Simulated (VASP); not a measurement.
# Ni (Fm-3m) in VASP: single point with r2SCAN

Aim: the single point of Ni with r2SCAN.

Program: VASP 6.6.1. These are calculated values, not measurements. Logs are shortened: lines on timing, memory, paths and dates and some standing lists are left out, and cuts for length are marked.

### 1 The cell of the first run

The structure is cubic, space group Fm-3m (No. 225). The conventional cell has a = 3.538 Å, b = 3.538 Å, c = 3.538 Å, α = 90.00°, β = 90.00°, γ = 90.00°. Ni (site symmetry m-3m) has 12 Ni at 2.50 Å within 3.3 Å.

### 2 Single point, r2SCAN, collinear spin

Contents of POSCAR:

```
Ni
1.0
    0.0000000000      1.7691000000      1.7691000000
    1.7691000000      0.0000000000      1.7691000000
    3.5382000000      3.5382000000      0.0000000000
Ni
2
Direct
    0.0000000000      0.0000000000      0.0000000000
    0.0000000000      0.0000000000      0.5000000000
```

Contents of INCAR.step1:

```
SYSTEM = Ni
PREC = Accurate
ENCUT = 520
ISMEAR = -1
SIGMA = 0.1
LREAL = .FALSE.
LASPH = .TRUE.
NELM = 150
ISPIN = 2
MAGMOM = 0 2
LMAXMIX = 4
NBANDS = 21
GGA = PE
ALGO = Normal
EDIFF = 1E-4
LWAVE = .TRUE.
LCHARG = .FALSE.
```

Contents of INCAR.step2:

```
SYSTEM = Ni
PREC = Accurate
ENCUT = 520
EDIFF = 1E-7
ISMEAR = -1
SIGMA = 0.1
LREAL = .FALSE.
LASPH = .TRUE.
NELM = 150
ALGO = Normal
ISIF = 2
LWAVE = .FALSE.
LCHARG = .FALSE.
ISPIN = 2
MAGMOM = 0 2
LORBIT = 11
LMAXMIX = 4
METAGGA = R2SCAN
LMIXTAU = .TRUE.
NBANDS = 21
ISTART = 1
```

Contents of KPOINTS:

```
regular mesh
0
G
  14 14 7
  0 0 0
```

Potentials or basis: VASP PAW PBE potentials, release 64 (Ni).

Started as:

```sh
$ cat potpaw_PBE.64/Ni/POTCAR > POTCAR
$ cp INCAR.step1 INCAR
$ mpirun -np 1 vasp_std > vasp.out
$ cp INCAR.step2 INCAR
$ mpirun -np 1 vasp_std > vasp.out
```

OUTCAR:

```text
SYSTEM = Ni
   PREC = Accurate
   ENCUT = 520
   EDIFF = 1E-7
   ISMEAR = -1
   LREAL = .FALSE.
   LASPH = .TRUE.
   NELM = 150
   ISIF = 2
   ISPIN = 2
   LORBIT = 11
   METAGGA = R2SCAN
   ISTART = 1

 ion  position               nearest neighbor table
   1  0.000  0.000  0.000-   2 2.50   2 2.50   2 2.50   2 2.50   2 2.50   2 2.50
   2  0.000  0.000  0.500-   1 2.50   1 2.50   1 2.50   1 2.50   1 2.50   1 2.50

  LATTYP: Found a trigonal (rhomboedric) cell.
 ALAT       =     4.3333923040
 COS(alpha) =     0.8333333333

  Lattice vectors:

 A1 = (   3.5382000000,   1.7691000000,  -1.7691000000)
 A2 = (   1.7691000000,   1.7691000000,  -3.5382000000)
 A3 = (   1.7691000000,   3.5382000000,  -1.7691000000)

Analysis of symmetry for initial positions (statically):
=====================================================================
 Subroutine PRICEL returns following result:

  LATTYP: Found a face centered cubic cell.
 ALAT       =     3.5382000000

  Lattice vectors:

 A1 = (   0.0000000000,   1.7691000000,   1.7691000000)
 A2 = (   1.7691000000,   0.0000000000,   1.7691000000)
 A3 = (   1.7691000000,   1.7691000000,   0.0000000000)

   2 primitive cells build up your supercell.

 Routine SETGRP: Setting up the symmetry group for a
 trigonal (rhombohedral) supercell.

 Subroutine GETGRP returns: Found 12 space group operations
 (whereof 12 operations were pure point group operations)
 out of a pool of 12 trial point group operations.

The static configuration has the point symmetry D_3d.

Analysis of symmetry for dynamics (positions and initial velocities):
=====================================================================
 Subroutine PRICEL returns following result:

  LATTYP: Found a face centered cubic cell.
 ALAT       =     3.5382000000

  Lattice vectors:

 A1 = (   0.0000000000,   1.7691000000,   1.7691000000)
 A2 = (   1.7691000000,   0.0000000000,   1.7691000000)
 A3 = (   1.7691000000,   1.7691000000,   0.0000000000)

   2 primitive cells build up your supercell.

 Routine SETGRP: Setting up the symmetry group for a
 trigonal (rhombohedral) supercell.

 Subroutine GETGRP returns: Found 12 space group operations
 (whereof 12 operations were pure point group operations)
 out of a pool of 12 trial point group operations.

The dynamic configuration has the point symmetry D_3d.

Analysis of structural, dynamic, and magnetic symmetry:
=====================================================================
 Subroutine PRICEL returns:
 Original cell was already a primitive cell.

 Routine SETGRP: Setting up the symmetry group for a
 trigonal (rhombohedral) supercell.

 Subroutine GETGRP returns: Found 12 space group operations
 (whereof 12 operations were pure point group operations)
 out of a pool of 12 trial point group operations.

The overall configuration has the point symmetry D_3d.

 Subroutine INISYM returns: Found 12 space group operations
 (whereof 12 operations are pure point group operations),
 and found     1 'primitive' translations

----------------------------------------------------------------------------------------

                                     Primitive cell

  volume of cell :      22.1471

  direct lattice vectors                    reciprocal lattice vectors
     0.000000000  1.769100000  1.769100000    -0.282629586  0.282629586  0.282629586
     1.769100000  0.000000000  1.769100000     0.282629586 -0.282629586  0.282629586
     3.538200000  3.538200000  0.000000000     0.141314793  0.141314793 -0.141314793

  length of vectors
     2.501885213  2.501885213  5.003770426     0.489528802  0.489528802  0.244764401

  position of ions in fractional coordinates (direct lattice)
     0.000000000  0.000000000  0.000000000
     0.000000000  0.000000000  0.500000000

  ion indices of the primitive-cell ions
   primitive index   ion index
                 1           1
                 2           2

----------------------------------------------------------------------------------------

 KPOINTS: regular mesh

Automatic generation of k-mesh.
 Grid dimensions read from file:
 generate k-points for:   14   14    7

[... 30 lines left out ...]
 -----------------------------------------------------------------------------

 Subroutine IBZKPT returns following result:
 ===========================================

 Found    144 irreducible k-points:

 Following reciprocal coordinates:
            Coordinates               Weight
  0.000000  0.000000  0.000000      1.000000
  0.071429  0.000000  0.000000      6.000000
  0.142857  0.000000  0.000000      6.000000
  0.214286  0.000000  0.000000      6.000000
  0.285714  0.000000  0.000000      6.000000
  0.357143  0.000000  0.000000      6.000000
[... 16 lines left out ...]
  0.214286  0.142857  0.000000     12.000000
  0.285714  0.142857  0.000000     12.000000
 [... further k-points ...]
   k-points           NKPTS =    144   k-points in BZ     NKDIM =    144   number of bands    NBANDS=     21
   number of dos      NEDOS =    301   number of ions     NIONS =      2
   total plane-waves  NPLWV =  16000
   dimension x,y,z NGX =    20 NGY =   20 NGZ =   40
   dimension x,y,z NGXF=    40 NGYF=   40 NGZF=   80
   ions per type =               2
   NGX,Y,Z   is equivalent  to a cutoff of  13.29, 13.29, 13.29 a.u.
   NGXF,Y,Z  is equivalent  to a cutoff of  26.58, 26.58, 26.58 a.u.
 SYSTEM =  Ni
   PREC   = accura    normal or accurate (medium, high low for compatibility)
   ISTART =      1    job   : 0-new  1-cont  2-samecut
   ICHARG =      0    charge: 1-file 2-atom 10-const
   ISPIN  =      2    spin polarized calculation?
   LNONCOLLINEAR =      F non collinear calculations
   LSORBIT =      F    spin-orbit coupling
   LASPH  =      T    aspherical Exc in radial PAW
   ENCUT  =  520.0 eV  38.22 Ry    6.18 a.u.   4.65  4.65  9.30*2*pi/ulx,y,z
   NELM   =    150;   NELMIN=  2; NELMDL=  0     # of ELM steps
   EDIFF  = 0.1E-06   stopping-criterion for ELM
   LREAL  =      F    real-space projection
   EDIFFG = 0.1E-05   stopping-criterion for IOM
   NSW    =      0    number of steps for IOM
   IBRION =     -1    ionic relax: 0-MD 1-quasi-New 2-CG
   NFREE  =      0    steps in history (QN), initial steepest desc. (CG)
   ISIF   =      2    stress and relaxation
   ISYM   =      2    0-nonsym 1-usesym 2-fastsym
   POTIM  = 0.5000    time-step for ionic-motion
   TEBEG  =    0.0;   TEEND  =   0.0 temperature during run
   PSTRESS=    0.0 pullay stress
   NELECT =      20.0000    total number of electrons
   NUPDOWN=      -1.0000    fix difference up-down
   EMIN   =  10.00;   EMAX   =-10.00  energy-range for DOS
   EFERMI =   0.00;   METHOD = LEGACY
   ISMEAR =    -1;   SIGMA  =   0.10  broadening in eV -4-tet -1-fermi 0-gaus
   EFERMI_NEDOS =   21; number of points for ismear=-14 and -15
   IALGO  =     38    algorithm
   IMIX   =      4    mixing-type and parameters
     AMIX     =   0.40;   BMIX     =  1.00
     AMIX_MAG =   1.60;   BMIX_MAG =  1.00
  volume/ion in A,a.u.               =      11.07        74.73
  Fermi-wavevector in a.u.,A,eV,Ry     =   1.582386  2.990276 34.068249  2.503946
  Thomas-Fermi vector in A             =   2.682317
   LORBIT       =     11    0 simple, 1 ext, 2 COOP (PROOUT), +10 PAW based schemes
   METAGGA = R2SCAN    functional components
   LHFCALC =     F    Hartree Fock is set to
   AEXX    =    0.0000 exact exchange contribution
   IVDW    =     0    specifies the selected vdW correction
   LEPSILON=     F    determine dielectric tensor
   LRPA    =     F    only Hartree local field effects (RPA)
 spin polarized calculation
  energy-cutoff  :      520.00
  volume of cell :       22.15
 maximum number of plane-waves:       609
   NGX =  9   NGY =  9   NGZ = 19

 number of electron      20.0000019 magnetization       1.4862419

 Free energy of the ion-electron system (eV)
  ---------------------------------------------------
  ext. energy  EPLUGINS =         0.00000000
  ---------------------------------------------------
  free energy    TOTEN  =       -23.89727433 eV

  energy without entropy =      -23.81164338  energy(sigma->0) =      -23.85445886

 E-fermi :   9.0708     XC(G=0): -14.2658

 val. band max:        9.0429825872   @ k =  -0.1429   0.0000   0.2857
 cond. band min:       9.1075575512   @ k =   0.3571   0.1429   0.1429
 fundamental gap:      0.0645749640
 Fermi energy:         9.0708164947

 spin component 1

 k-point     1 :       0.0000    0.0000    0.0000
  band No.  band energies     occupation
      1      -0.2018      1.00000
      2       3.8856      1.00000
      3       6.1653      1.00000
      4       6.1654      1.00000
      5       6.1654      1.00000
      6       6.2483      1.00000
[... 565 lines left out ...]
     20      36.3767      0.00000
     21      39.2729      0.00000

 [... further k-points ...]

 spin component 2

 k-point     1 :       0.0000    0.0000    0.0000
  band No.  band energies     occupation
      1      -0.4644      1.00000
      2       4.5769      1.00000
      3       7.1883      1.00000
      4       7.1884      1.00000
      5       7.5268      1.00000
      6       7.5269      1.00000
[... 565 lines left out ...]
     20      36.5138      0.00000
     21      39.4572      0.00000

 [... further k-points ...]

------------------------ aborting loop because EDIFF is reached ----------------------------------------

  FORCE on cell =-STRESS in cart. coord.  units (eV):
  Direction    XX          YY          ZZ          XY          YZ          ZX
  --------------------------------------------------------------------------------------
  -------------------------------------------------------------------------------------
  Total       -1.2704757     -1.2704757     -1.2704757     -0.0000947      0.0000947      0.0000947
  in kB      -91.9093743    -91.9093743    -91.9093743     -0.0068504      0.0068504      0.0068504
  external PRESSURE =     -91.9093743 kB  Pullay stress =       0.0000000 kB

 VOLUME and BASIS-vectors are now :
 -----------------------------------------------------------------------------
  energy-cutoff  :      520.00
  volume of cell :       22.15
      direct lattice vectors                 reciprocal lattice vectors
     0.000000000  1.769100000  1.769100000    -0.282629586  0.282629586  0.282629586
     1.769100000  0.000000000  1.769100000     0.282629586 -0.282629586  0.282629586
     3.538200000  3.538200000  0.000000000     0.141314793  0.141314793 -0.141314793

 POSITION                                       TOTAL-FORCE (eV/Angst)
 -----------------------------------------------------------------------------------
      0.00000      0.00000      0.00000         0.000000      0.000000     -0.000000
      1.76910      1.76910      0.00000         0.000000      0.000000      0.000000
 -----------------------------------------------------------------------------------
    total drift:                               -0.000000     -0.000000      0.000000

  FREE ENERGIE OF THE ION-ELECTRON SYSTEM (eV)
  ---------------------------------------------------
  free  energy   TOTEN  =       -23.8972743300 eV

  energy  without entropy=      -23.8116433849  energy(sigma->0) =      -23.85445886

 total charge

# of ion       s       p       d       tot
------------------------------------------
    1        0.507   0.503   8.304   9.314
    2        0.507   0.503   8.304   9.314
--------------------------------------------------
tot          1.014   1.006  16.607  18.627

 magnetization (x)

# of ion       s       p       d       tot
------------------------------------------
    1       -0.010  -0.043   0.822   0.770
    2       -0.010  -0.043   0.822   0.770
--------------------------------------------------
tot         -0.019  -0.086   1.645   1.539
```

It took 19 min on 1 thread of Intel Xeon 8259CL, shared host; peak memory 0.23 GiB.

What came out:

* Free energy: -23.8973 eV
* Pressure: -9.2 GPa
* Net moment: 1.49 μB per cell
* Site moments: Ni +0.77 μB
* Valence electrons inside the program's atomic spheres: Ni 9.31

Levels at points of the mesh, in eV from the Fermi level:
Spin up:
```
           k point  band 7  band 8  band 9  band 10  band 11  band 12  band 13  band 14  band 15  band 16
(0.00, 0.00, 0.00)   -2.82   -1.64   -1.64    -1.07    -1.07    -0.36     5.51    22.84    24.39    25.32
(0.50, 0.00, 0.00)   -1.07   -1.01   -1.01    -0.95    -0.36     2.48     5.51     9.19    15.24    15.24
```
Spin down:
```tsv
k point	band 5	band 6	band 7	band 8	band 9	band 10	band 11	band 12	band 13	band 14
(0.00, 0.00, 0.00)	-1.54	-1.54	-1.54	-0.87	-0.87	-0.59	0.19	0.19	6.22	22.72
(0.50, 0.00, 0.00)	-1.88	-0.59	-0.14	0.19	0.19	0.56	0.56	2.21	6.22	9.54
```

Caveat: the cell stands under tension; the PAW data sets were made with another functional, which shifts forces and pressure a little.
